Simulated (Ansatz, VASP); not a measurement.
Se: VASP beside Ansatz

```
Se
1.0
     3.51969    0.00000    0.00000
    -1.75985    3.04814    0.00000
     0.00000    0.00000    3.89101
Se
2
Direct
  0.66667 0.33333 0.25000
  0.33333 0.66667 0.75000
```

Alike in both runs: functional PBE; dispersion D3(BJ); k mesh 6 × 6 × 4; occupations gaussian, width 0.1 eV; no spin polarisation.

Ansatz relaxed the structure, and its values are those at the end. VASP's run is a single point on that final structure, the one shown.

|  | VASP | Ansatz |
| --- | --- | --- |
| version | VASP 6.6.1 | Ansatz 0.2.0 |
| potentials or method | VASP PAW PBE potentials, release 64 (Se), cutoff 520 eV | scalar-relativistic, plane waves, PAW |
| valence electrons in the cell | 12 | 32 |

|  | VASP | Ansatz | Ansatz less VASP |
| --- | --- | --- | --- |
| gap on the k mesh at the Fermi level (eV) | none | none | - |
| pressure (GPa) | 0.1 | 0.0 | -0.04 |

A gap of «none» marks a metal or a gap that the smearing closes. VASP's potentials hold 12 valence electrons a cell and Ansatz's 32, so a difference there can come from the potentials and not from the codes.

The k mesh is coarse, so the values compare programs but aren't converged.
